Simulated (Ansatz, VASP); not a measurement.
# One calculation of AsRu3, two programs

```
As Ru
1.0
     3.84695    0.00000    0.00000
     0.00000    3.84695    0.00000
     0.00000    0.00000    3.84695
As Ru
1 3
Direct
  0.00000 0.00000 0.00000
  0.00000 0.50000 0.50000
  0.50000 0.00000 0.50000
  0.50000 0.50000 0.00000
```

Alike in both runs: task relaxation of cell and atoms; functional PBE; k mesh 12 × 12 × 12; occupations gaussian, width 0.1 eV; no spin polarisation.

```csv
,VASP,Ansatz
version,VASP 6.6.1,Ansatz 0.2.0
potentials or method,"VASP PAW PBE potentials, release 64 (As, Ru_pv), cutoff 600 eV","scalar-relativistic, plane waves, PAW"
valence electrons in the cell,47,63
```

```tsv
	VASP	Ansatz	Ansatz less VASP
gap on the k mesh at the Fermi level, each at its own relaxed structure (eV)	none	none	-
relaxed volume (Å³/atom)	14.22	14.22	-0.001
relaxed length of the cell vector where the two differ most in proportion (Å)	3.846	3.846	-0.0001
```

A gap of «none» marks a metal or a gap that the smearing closes. VASP's potentials hold 47 valence electrons a cell and Ansatz's 63, so a difference there can come from the potentials and not from the codes.
